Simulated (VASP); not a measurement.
A run of VASP 6.6.1 is set up as follows.

Contents of INCAR:

```
SYSTEM = Ti3S2
PREC     = Accurate       ! precision mode
ENCUT    = 520            ! plane-wave cutoff, eV
EDIFF    = 1E-7           ! SCF threshold, eV
ISMEAR   = -1             ! smearing method
SIGMA    = 0.05           ! smearing width, eV
LREAL    = .FALSE.        ! projectors in reciprocal space
LASPH    = .TRUE.         ! aspherical terms in the spheres
NELM     = 100            ! most SCF steps
ALGO     = Normal         ! electronic algorithm
ISIF     = 2              ! what is computed and relaxed
LWAVE    = .FALSE.        ! write WAVECAR
LCHARG   = .FALSE.        ! write CHGCAR
GGA      = PS             ! functional
NBANDS   = 32             ! bands
```

Contents of KPOINTS:

```
Automatic mesh
0
G
  5 5 5
  0 0 0
```

Contents of POSCAR:

```
Ti3S2
1.0
    2.7402450633      1.5820812249      3.2376184047
   -2.7402450633      1.5820812249      3.2376184047
    0.0000000000     -3.1641624499      3.2376184047
Ti S
3 2
Direct
    0.0000000000      0.3356550000      0.6643450000
    0.6643450000      0.0000000000      0.3356550000
    0.3356550000      0.6643450000      0.0000000000
    0.1678390000      0.1678390000      0.1678390000
    0.8321610000      0.8321610000      0.8321610000
```

Potentials or basis: VASP PAW PBE potentials, release 64 (Ti_sv, S).

Launch:

```sh
$ cat potpaw_PBE.64/Ti_sv/POTCAR potpaw_PBE.64/S/POTCAR > POTCAR
$ mpirun -np 1 vasp_std > vasp.out
```

Problem. Estimate the band gap on the k mesh.

Solution. Zero (bands 24 and 25 overlap by 0.15 eV).

Problem. Estimate the largest force.

Solution. 0.097 eV/Å.

Problem. Predict the pressure.

Solution. -6.5 GPa.

Forces in eV/Å, atoms in the order of the input:
```
Ti   0.049 -0.084  0.000
Ti   0.049  0.084  0.000
Ti  -0.097  0.000  0.000
S    0.000  0.000  0.066
S    0.000  0.000 -0.066
```

Caveat: the cell stands under tension; the PAW data sets were made with another functional, which shifts forces and pressure a little.
